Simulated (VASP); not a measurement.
# ErC3 (C2/m) in VASP: further runs

ErC3 is run at these levels: PBE; tasks: single point.

Program: VASP 6.6.1. These are calculated values, not measurements. Logs are shortened: lines on timing, memory, paths and dates and some standing lists are left out, and cuts for length are marked.

### Step 1. The cell of the first run

The typed cell holds 4 atoms: a = 3.588 Å, b = 3.588 Å, c = 5.601 Å, α = 108.73°, β = 108.73°, γ = 59.92°.

### Step 2. Single point, PBE (14.49 Å³/atom)

INCAR reads:

```
PREC = Accurate
ENCUT = 600
EDIFF = 1E-6
ISMEAR = 0
SIGMA = 0.1
LREAL = F
LASPH = T
NELM = 200
ALGO = Normal
ISIF = 2
LWAVE = F
LCHARG = T
GGA = PE
LELF = T
LVHAR = T
NBANDS = 18
GGA_COMPAT = F
LMAXMIX = 6
```

KPOINTS reads:

```
regular mesh
0
Gamma
  12 12 8
```

POSCAR reads:

```
ErC3
1.0
    3.1088323898     -1.7920507577      0.0295873589
    3.1088323898      1.7920507577      0.0295873589
   -2.1259230824      0.0000000000      5.1820469191
Er C
1 3
Direct
    0.0000000000      0.0000000000      0.5000000000
    0.5000000000      0.5000000000      0.0000000000
    0.5839010586      0.5839010586      0.2510788302
    0.4160989414      0.4160989414      0.7489211698
```

Potentials or basis: VASP PAW PBE potentials, release 64 (Er_3, C), 4f in core.

The run is started by

```sh
> cat potpaw_PBE.64/Er_3/POTCAR potpaw_PBE.64/C/POTCAR > POTCAR
> mpirun -np 1 vasp_std > vasp.out
```

OUTCAR:

```text
PREC = Accurate
   ENCUT = 600
   EDIFF = 1E-6
   ISMEAR = 0
   LREAL = F
   LASPH = T
   NELM = 200
   ISIF = 2
   GGA = PE

 ion  position               nearest neighbor table
   1  0.000  0.000  0.500-   3 2.44   4 2.44   3 2.44   3 2.44   4 2.44   4 2.44
   2  0.500  0.500  0.000-   3 1.31   4 1.31
   3  0.584  0.584  0.251-   2 1.31   1 2.44   1 2.44   1 2.44
   4  0.416  0.416  0.749-   2 1.31   1 2.44   1 2.44   1 2.44

  LATTYP: Found a base centered monoclinic cell.
 ALAT       =     6.2179463618
 B/A-ratio  =     0.5764124209
 C/A-ratio  =     0.9008078361
 COS(beta)  =    -0.3707276726

  Lattice vectors:

 A1 = (   3.1088323898,  -1.7920507577,   0.0295873589)
 A2 = (   3.1088323898,   1.7920507577,   0.0295873589)
 A3 = (  -2.1259230824,   0.0000000000,   5.1820469191)

Analysis of symmetry for initial positions (statically):
=====================================================================
 Subroutine PRICEL returns:
 Original cell was already a primitive cell.

 Routine SETGRP: Setting up the symmetry group for a
 base centered monoclinic supercell.

 Subroutine GETGRP returns: Found  4 space group operations
 (whereof  4 operations were pure point group operations)
 out of a pool of  4 trial point group operations.

The static configuration has the point symmetry C_2h.

Analysis of symmetry for dynamics (positions and initial velocities):
=====================================================================
 Subroutine PRICEL returns:
 Original cell was already a primitive cell.

 Routine SETGRP: Setting up the symmetry group for a
 base centered monoclinic supercell.

 Subroutine GETGRP returns: Found  4 space group operations
 (whereof  4 operations were pure point group operations)
 out of a pool of  4 trial point group operations.

The dynamic configuration has the point symmetry C_2h.

 Subroutine INISYM returns: Found  4 space group operations
 (whereof  4 operations are pure point group operations),
 and found     1 'primitive' translations

----------------------------------------------------------------------------------------

                                     Primitive cell

  volume of cell :      57.9657

  direct lattice vectors                    reciprocal lattice vectors
     3.108832390 -1.792050758  0.029587359     0.160206575 -0.279009954  0.065724387
     3.108832390  1.792050758  0.029587359     0.160206575  0.279009954  0.065724387
    -2.125923082  0.000000000  5.182046919    -0.001829427  0.000000000  0.192223419

  length of vectors
[... 83 lines left out ...]
   LASPH  =      T    aspherical Exc in radial PAW
   ENCUT  =  600.0 eV  44.10 Ry    6.64 a.u.   7.17  7.17 11.19*2*pi/ulx,y,z
   NELM   =    200;   NELMIN=  2; NELMDL= -5     # of ELM steps
   EDIFF  = 0.1E-05   stopping-criterion for ELM
   LREAL  =      F    real-space projection
   EDIFFG = 0.1E-04   stopping-criterion for IOM
   NSW    =      0    number of steps for IOM
   IBRION =     -1    ionic relax: 0-MD 1-quasi-New 2-CG
   NFREE  =      0    steps in history (QN), initial steepest desc. (CG)
   ISIF   =      2    stress and relaxation
   ISYM   =      2    0-nonsym 1-usesym 2-fastsym
   POTIM  = 0.5000    time-step for ionic-motion
   TEBEG  =    0.0;   TEEND  =   0.0 temperature during run
   PSTRESS=    0.0 pullay stress
   NELECT =      21.0000    total number of electrons
   NUPDOWN=      -1.0000    fix difference up-down
   EMIN   =  10.00;   EMAX   =-10.00  energy-range for DOS
   EFERMI =   0.00;   METHOD = LEGACY
   ISMEAR =     0;   SIGMA  =   0.10  broadening in eV -4-tet -1-fermi 0-gaus
   EFERMI_NEDOS =   21; number of points for ismear=-14 and -15
   IALGO  =     38    algorithm
   IMIX   =      4    mixing-type and parameters
     AMIX     =   0.40;   BMIX     =  1.00
     AMIX_MAG =   1.60;   BMIX_MAG =  1.00
  volume/ion in A,a.u.               =      14.49        97.79
  Fermi-wavevector in a.u.,A,eV,Ry     =   1.167054  2.205412 18.531329  1.362014
  Thomas-Fermi vector in A             =   2.303559
   LORBIT       =      0    0 simple, 1 ext, 2 COOP (PROOUT), +10 PAW based schemes
   GGA     = PE    functional components
   LHFCALC =     F    Hartree Fock is set to
   AEXX    =    0.0000 exact exchange contribution
   IVDW    =     0    specifies the selected vdW correction
   LEPSILON=     F    determine dielectric tensor
   LRPA    =     F    only Hartree local field effects (RPA)
 non-spin polarized calculation
 Gauss-broadening in eV      SIGMA  =   0.10
  energy-cutoff  :      600.00
  volume of cell :       57.97
 maximum number of plane-waves:      1957
 NGX is ok and might be reduce to    30
   NGX = 15   NGY = 15   NGZ = 23

 number of electron      20.9999999 magnetization

 Free energy of the ion-electron system (eV)
  ---------------------------------------------------
  ext. energy  EPLUGINS =         0.00000000
  ---------------------------------------------------
  free energy    TOTEN  =       -31.15066436 eV

  energy without entropy =      -31.14040954  energy(sigma->0) =      -31.14553695

 E-fermi :   2.1599     XC(G=0):  -9.9163

 val. band max:        2.1516420224   @ k =   0.4167   0.1667   0.3750
 cond. band min:       2.1610877968   @ k =  -0.4167   0.4167   0.3750
 fundamental gap:      0.0094457744
 Fermi energy:         2.1598880007

 k-point     1 :       0.0000    0.0000    0.0000
  band No.  band energies     occupation
      1     -21.2132      2.00000
      2     -20.8827      2.00000
      3     -20.8818      2.00000
      4     -12.5103      2.00000
      5      -9.0008      2.00000
      6      -4.2751      2.00000
[... 481 lines left out ...]
      5      -9.0923      2.00000
      6      -2.5716      2.00000
[... 10 lines left out ...]
     17      10.7764      0.00000
     18      12.5949      0.00000

 [... further k-points ...]
[... 5 lines left out ...]
  --------------------------------------------------------------------------------------
  -------------------------------------------------------------------------------------
  Total        1.2443620      1.2442868      1.2760737      0.0000000      0.0000000      0.0003758
  in kB       34.3942645     34.3921860     35.2707762      0.0000000      0.0000000      0.0103878
  external PRESSURE =      34.6857422 kB  Pullay stress =       0.0000000 kB

 VOLUME and BASIS-vectors are now :
 -----------------------------------------------------------------------------
  energy-cutoff  :      600.00
  volume of cell :       57.97
      direct lattice vectors                 reciprocal lattice vectors
     3.108832390 -1.792050758  0.029587359     0.160206575 -0.279009954  0.065724387
     3.108832390  1.792050758  0.029587359     0.160206575  0.279009954  0.065724387
    -2.125923082  0.000000000  5.182046919    -0.001829427  0.000000000  0.192223419

 POSITION                                       TOTAL-FORCE (eV/Angst)
 -----------------------------------------------------------------------------------
     -1.06296      0.00000      2.59102        -0.000000      0.000000     -0.000000
      3.10883      0.00000      0.02959        -0.000000     -0.000000     -0.000000
      3.09673      0.00000      1.33565        -0.000307      0.000000      0.006877
      0.99501      0.00000      3.90557         0.000307      0.000000     -0.006877
 -----------------------------------------------------------------------------------
    total drift:                                0.000000      0.000000     -0.000000

  FREE ENERGIE OF THE ION-ELECTRON SYSTEM (eV)
  ---------------------------------------------------
  free  energy   TOTEN  =       -31.1506643644 eV

  energy  without entropy=      -31.1404095416  energy(sigma->0) =      -31.14553695
```

OSZICAR:

```text
N       E                     dE             d eps       ncg     rms          rms(c)
DAV:   1     0.925293884330E+02    0.92529E+02   -0.10395E+04 16784   0.125E+03
DAV:   2    -0.261731742518E+02   -0.11870E+03   -0.11406E+03 19026   0.409E+02
DAV:   3    -0.345058923427E+02   -0.83327E+01   -0.81136E+01 19488   0.118E+02
DAV:   4    -0.346550739509E+02   -0.14918E+00   -0.14844E+00 19578   0.105E+01
DAV:   5    -0.346568312201E+02   -0.17573E-02   -0.17555E-02 18196   0.976E-01    0.267E+01
DAV:   6    -0.313940849806E+02    0.32627E+01   -0.82119E+00 20084   0.189E+01    0.199E+01
DAV:   7    -0.311699053738E+02    0.22418E+00   -0.14535E+00 19884   0.810E+00    0.884E+00
DAV:   8    -0.311525127085E+02    0.17393E-01   -0.25522E-01 21152   0.393E+00    0.682E-01
DAV:   9    -0.311500715808E+02    0.24411E-02   -0.14330E-02 19902   0.905E-01    0.239E-01
DAV:  10    -0.311504924022E+02   -0.42082E-03   -0.33580E-03 20654   0.432E-01    0.185E-01
DAV:  11    -0.311506490399E+02   -0.15664E-03   -0.66441E-04 19370   0.208E-01    0.356E-02
DAV:  12    -0.311506604574E+02   -0.11417E-04   -0.37257E-05 16920   0.409E-02    0.845E-03
DAV:  13    -0.311506645371E+02   -0.40797E-05   -0.89190E-06 16500   0.220E-02    0.818E-03
DAV:  14    -0.311506643644E+02    0.17265E-06   -0.32837E-07  9226   0.564E-03
   1 F= -.31150664E+02 E0= -.31145537E+02  d E =-.102548E-01
```

Run time: 4.4 min. Hardware: 1 thread of Intel Xeon 6975P-C (Granite Rapids), shared host; peak memory 0.49 GiB.

What came out:

```yaml
Free_energy: -31.1507 eV
Pressure: 3.5 GPa
Largest_force: 0.007 eV/Å
Band_gap_on_the_k_mesh: zero (an odd number of electrons rules out a gap without spin polarisation)
```

Forces on the atoms (eV/Å):
```
Er   0.000  0.000  0.000
C    0.000  0.000  0.000
C    0.000  0.000  0.007
C    0.000  0.000 -0.007
```

Stress tensor (GPa, compression positive):
```
3.44 0.00 0.00
0.00 3.44 0.00
0.00 0.00 3.53
```

Caveat: the cell stands under pressure; spin-orbit coupling is left out, which moves the levels of the heavy elements; the 4f electrons are frozen in the core, so they carry no moment and show no levels.

[end of part 1 of 2]
